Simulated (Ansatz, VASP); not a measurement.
One calculation of CoO, two programs

```
CELL_PARAMETERS angstrom
0.00000 2.13150 2.13150
2.13150 0.00000 2.13150
2.13150 2.13150 0.00000
ATOMIC_POSITIONS crystal
Co 0.00000 0.00000 0.00000
O 0.50000 0.50000 0.50000
```

Alike in both runs: task single point; functional LDA; k mesh 8 × 8 × 8; occupations gaussian, width 0.05 eV; non-collinear spin, spin-orbit coupling; Hubbard terms Co d U = 4.0 eV.

```csv
,VASP,Ansatz
version,VASP 6.6.1,Ansatz 0.2.0
potentials or method,"VASP PAW LDA potentials, release 64 (Co, O), cutoff 520 eV","plane waves, PAW"
valence electrons in the cell,15,23
```

```csv
,VASP,Ansatz,Ansatz less VASP
pressure (GPa),-13.6,-8.8,+4.78
"traceless stress, the component that is largest in VASP (GPa)",-4.53,-4.56,-0.030
net moment per atom (μB),1.50,1.49,-0.002
```

LDA's correlation is that of Perdew and Zunger in VASP and of Perdew and Wang (1992) in Ansatz. The programs project onto different local orbitals, so the same U acts differently, and such runs can settle in different states. VASP's potentials hold 15 valence electrons a cell and Ansatz's 23, so a difference there can come from the potentials and not from the codes. Ansatz's warnings: stress scf threshold loose, symmetry narrowed by occupation matrices.
